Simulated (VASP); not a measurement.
Wanted: the native input for a VASP 6.6.1 run.

```
Task                   : relaxation of cell and atoms
Functional             : PBE
Potentials or basis    : VASP PAW PBE potentials, release 64 (W_sv, Cl)
Cutoff                 : 500 eV
k mesh                 : 5 × 5 × 5
Occupations            : gaussian, width 0.2 eV
Spin                   : no spin polarisation
Dipole correction      : no
Further INCAR settings : ALGO = Normal; EDIFF = 1e-07; IBRION = 2; EDIFFG = -0.08; NSW = 36; ISIF = 3
```

The structure of WCl lies in POSCAR:

```
WCl
1.0
    3.7030807100      0.0000000000      0.0000000000
    0.0000000000      3.7030807100      0.0000000000
    0.0000000000      0.0000000000      3.7030807100
W Cl
1 1
Direct
    0.5000000000      0.5000000000      0.5000000000
    0.0000000000      0.0000000000      0.0000000000
```

The cell was built from a structure type or drawn by symmetry, and may not be a known phase.

One way to write it, as run:

INCAR

```
SYSTEM = WCl
PREC = Accurate ; ENCUT = 500
EDIFF = 1E-7 ; ISMEAR = 0
SIGMA = 0.2 ; LREAL = .FALSE.
LASPH = .TRUE. ; NELM = 120
ALGO = Normal ; ISIF = 3
LWAVE = .FALSE. ; LCHARG = .FALSE.
GGA = PE ; IBRION = 2
NSW = 36 ; EDIFFG = -0.08
GGA_COMPAT = .FALSE. ; NELMIN = 4
```

KPOINTS

```
regular mesh
0
G
  5 5 5
  0 0 0
```

Potentials or basis: VASP PAW PBE potentials, release 64 (W_sv, Cl).

Launch:

```console
$ cat potpaw_PBE.64/W_sv/POTCAR potpaw_PBE.64/Cl/POTCAR > POTCAR
$ mpirun -np 1 vasp_std > vasp.out
```

It gave:

| Property | Result |
| --- | --- |
| Relaxed volume | 14.79 Å³/atom |
| Relaxed cell | a = 3.093 Å, b = 3.093 Å, c = 3.093 Å, α = 90.00°, β = 90.00°, γ = 90.00° |
| Space group after relaxing (to 0.1 Å) | Pm-3m (No. 221) |
| Energy gained by relaxing | 1116.1 meV/atom |
| Ionic steps | 3 |
| Pressure after relaxing | 0.4 GPa |
| Band gap on the k mesh | zero (an odd number of electrons rules out a gap without spin polarisation) |

Caveat: the volume moved by over 15 % at a fixed basis, so the end points are rough; spin-orbit coupling is left out, which moves the levels of the heavy elements; an odd number of electrons without spin polarisation forces a metal; a magnetic or distorted state may lie lower.

Run time: 18 s on 1 thread of Intel(R) Xeon(R) Platinum 8259CL CPU @ 2.50GHz (Skylake/Cascade Lake), with other jobs on the host, peak memory 0.17 GiB.
